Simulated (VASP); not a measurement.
Set up this calculation in VASP 6.6.1, as the native input.

* Task: single point
* Functional: r2SCAN
* Potentials or basis: VASP PAW PBE potentials, release 64 (Ru_pv)
* Cutoff: 520 eV
* k mesh: 2 × 2 × 1
* Occupations: fermi-dirac, width 0.05 eV
* Spin: no spin polarisation
* Dipole correction: no
* Further INCAR settings: ALGO = Normal; EDIFF = 1e-07; NBANDS = 103

Ru, a slab with vacuum:

```xyz
13
Lattice="5.4000 0.0000 0.0000 2.7000 4.6765 0.0000 0.0000 0.0000 17.2768" Properties=species:S:1:pos:R:3 pbc="T T T"
Ru    0.0000    0.0000    1.0000
Ru    2.7000    0.0000    1.0000
Ru    1.3500    2.3383    1.0000
Ru    4.0500    2.3383    1.0000
Ru   -0.0177    1.5501    3.0215
Ru    2.7173    1.5503    3.0215
Ru    1.3499    3.9193    3.0222
Ru    4.0498    3.8985    3.0259
Ru   -0.0923    0.0570    5.1359
Ru    2.7915    0.0568    5.1357
Ru    1.3497    2.3422    5.1103
Ru    4.0499    2.2362    5.1354
Ru    1.3498   -0.7746    6.8294
```

The input as run:

POSCAR

```
Ru
1.0
    5.4000000000      0.0000000000      0.0000000000
    2.7000000000      4.6765370000      0.0000000000
    0.0000000000      0.0000000000     17.2768000000
Ru
13
Direct
    0.0000000000      0.0000000000      0.0578811000
    0.5000000000      0.0000000000      0.0578811000
    0.0000000000      0.5000000000      0.0578811000
    0.5000000000      0.5000000000      0.0578811000
   -0.1690130682      0.3314680989      0.1748898219
    0.3374529262      0.3315052078      0.1748887616
   -0.1690493651      0.8380753984      0.1749260242
    0.3331438607      0.8336240519      0.1751408281
   -0.0231787207      0.0121809364      0.2972726784
    0.5108773407      0.0121356303      0.2972606873
   -0.0004739170      0.5008441945      0.2957908840
    0.5108844509      0.4781778849      0.2972453650
    0.3327852122     -0.1656412011      0.3952944473
```

INCAR.step1

```
PREC = Accurate ; ENCUT = 520
ISMEAR = -1 ; SIGMA = 0.05
LREAL = F ; LASPH = T
NELM = 100 ; NBANDS = 103
GGA = PE ; ALGO = Normal
EDIFF = 1E-4 ; LWAVE = T
LCHARG = F
```

INCAR.step2

```
PREC = Accurate ; ENCUT = 520
EDIFF = 1E-7 ; ISMEAR = -1
SIGMA = 0.05 ; LREAL = F
LASPH = T ; NELM = 100
ALGO = Normal ; ISIF = 2
LWAVE = F ; LCHARG = F
METAGGA = R2SCAN ; LMIXTAU = T
NBANDS = 103 ; ISTART = 1
```

KPOINTS

```
Automatic mesh
0
Gamma
  2 2 1
```

Potentials or basis: VASP PAW PBE potentials, release 64 (Ru_pv).

Command:

```sh
$ cat potpaw_PBE.64/Ru_pv/POTCAR > POTCAR
$ cp INCAR.step1 INCAR
$ mpirun -np 1 vasp_std > vasp.out
$ cp INCAR.step2 INCAR
$ mpirun -np 1 vasp_std > vasp.out
```

Results of the run:

```
Largest force          : 0.611 eV/Å
Band gap on the k mesh : zero (bands 91 and 92 overlap by 0.89 eV)
```

Caveat: the k points lie up to 0.67 Å⁻¹ apart, too coarse for converged energies and pressures of a metal; the PAW data sets were made with another functional, which shifts forces and pressure a little.

It took 44 min on 1 thread of AMD EPYC 7R43 64-Core Processor (Zen 3) (shared host), peak memory 0.53 GiB.
